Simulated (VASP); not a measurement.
The system is BN (sol2).

```
B N
1.0
     2.51184    0.00000    0.00000
    -1.25592    2.17532    0.00000
     0.00000    0.00000    4.16063
B N
2 2
Cartesian
  0.0000 1.4502 -0.0004
  1.2559 0.7251 2.0799
  0.0000 1.4502 1.5565
  1.2559 0.7251 3.6368
```

This cell differs from its parent crystal: strained cell.

Base run:

* Program: VASP 6.6.1
* Functional: PBEsol
* Potentials or basis: VASP PAW PBE potentials, release 64 (B_h, N_h)
* Cutoff: 910 eV
* k mesh: 9 × 9 × 6
* Occupations: gaussian, width 0.02 eV
* Spin: no spin polarisation

Its results: band gap on the k mesh 4.87 eV, indirect (least direct gap 8.38 eV); pressure 13.4 GPa.

Question: The run is repeated on the same cell with these changes: potentials or basis from VASP PAW PBE potentials, release 64 (B_h, N_h) to VASP PAW PBE potentials, release 64 (B, N); cutoff from 910 eV to 520 eV. What comes out?

Answer: Band gap on the k mesh 4.86 eV, indirect (least direct gap 8.37 eV); pressure 14.4 GPa.

Caveats: the PAW data sets were made with another functional, which shifts forces and pressure a little; the cutoff is under 1.25 times the usual one of these potentials, so pressure, stress and relaxed cells hold a basis-set (Pulay) error (some runs).

A k mesh can miss the band edges.
